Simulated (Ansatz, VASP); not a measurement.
# One calculation of Na4TiO3, two programs

```
CELL_PARAMETERS angstrom
4.12024 0.00000 0.00000
0.00000 4.12024 0.00000
0.00000 0.00000 7.52688
ATOMIC_POSITIONS crystal
Na 0.00000 0.50000 0.50000
Na 0.50000 0.00000 0.50000
Na 0.50000 0.50000 0.18550
Na 0.50000 0.50000 0.81450
Ti 0.00000 0.00000 0.00000
O 0.00000 0.50000 0.00000
O 0.50000 0.00000 0.00000
O 0.50000 0.50000 0.50000
```

Alike in both runs: task single point; functional PBE; k mesh 6 × 6 × 4; occupations gaussian, width 0.2 eV; no spin polarisation.

|  | VASP | Ansatz |
| --- | --- | --- |
| version | VASP 6.6.1 | Ansatz 0.2.0 |
| potentials or method | VASP PAW PBE potentials, release 64 (Na_pv, Ti_sv, O), cutoff 520 eV | scalar-relativistic, plane waves, PAW |
| valence electrons in the cell | 58 | 66 |

```csv
,VASP,Ansatz,Ansatz less VASP
gap on the k mesh at the Fermi level (eV),none,none,-
pressure (GPa),0.3,0.0,-0.27
"traceless stress, the component that is largest in VASP (GPa)",-0.26,0.02,+0.284
rms of the force components (eV/Å),0.003,0.001,-0.0017
```

Atom by atom the forces differ by 0.002 eV/Å (rms over components). A gap of «none» marks a metal or a gap that the smearing closes. VASP's potentials hold 58 valence electrons a cell and Ansatz's 66, so a difference there can come from the potentials and not from the codes.
